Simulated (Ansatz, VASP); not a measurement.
# Two plane-wave programs on Au

The input INCAR:

```
SYSTEM = Au
PREC = Accurate
ENCUT = 600
EDIFF = 1E-6
ISMEAR = 0
SIGMA = 0.1
LREAL = .FALSE.
LASPH = .TRUE.
NELM = 60
ALGO = Normal
ISIF = 3
LWAVE = .FALSE.
LCHARG = .FALSE.
GGA = PE
IBRION = 2
NSW = 100
EDIFFG = -0.005
```

The input KPOINTS:

```
Automatic mesh
0
G
  18 18 18
  0 0 0
```

File POSCAR:

```
Au
1.0
    0.0000000000      2.0828373995      2.0828373995
    2.0828373995      0.0000000000      2.0828373995
    2.0828373995      2.0828373995      0.0000000000
Au
1
Direct
    0.0000000000      0.0000000000      0.0000000000
```

Input for Ansatz:

```yaml
crystal:
  lattice:
    - [0.0, 2.0828373995, 2.0828373995]
    - [2.0828373995, 0.0, 2.0828373995]
    - [2.0828373995, 2.0828373995, 0.0]
  atoms:
    - { symbol: Au, position: [0.0, 0.0, 0.0] }
basis:
  ecutwfc: 420
kpoints:
  mp_grid: { grid: [18, 18, 18] }
hamiltonian:
  xc: pbe
scf:
  occupations: { method: gaussian, width: 0.1 }
output:
  forces: true
  stress: true
  eigenvalues: true
relax:
  adjacent_minimum: "off"
  f_tol: 0.005
  max_steps: 80
  cell: { stress_tol: 0.05 }
```

Alike in both runs: task relaxation of cell and atoms; functional PBE; k mesh 18 × 18 × 18; occupations gaussian, width 0.1 eV; no spin polarisation.

|  | VASP | Ansatz |
| --- | --- | --- |
| version | VASP 6.6.1 | Ansatz 0.2.0 |
| potentials or method | VASP PAW PBE potentials, release 64 (Au), cutoff 600 eV | scalar-relativistic, plane waves, PAW |
| valence electrons in the cell | 11 | 19 |

Ansatz gave:

| Item | Value |
| --- | --- |
| gap on the k mesh at the Fermi level, each at its own relaxed structure (eV) | none |
| relaxed volume (Å³/atom) | 17.97 |
| relaxed length of the cell vector where the two differ most in proportion (Å) | 2.940 |

Problem. Which values does VASP return?

Solution. gap on the k mesh at the Fermi level, each at its own relaxed structure (eV): none; relaxed volume (Å³/atom): 17.95; relaxed length of the cell vector where the two differ most in proportion (Å): 2.939.

A gap of «none» marks a metal or a gap that the smearing closes. VASP's potentials hold 11 valence electrons a cell and Ansatz's 19, so a difference there can come from the potentials and not from the codes.

Neither program's run includes spin-orbit coupling.
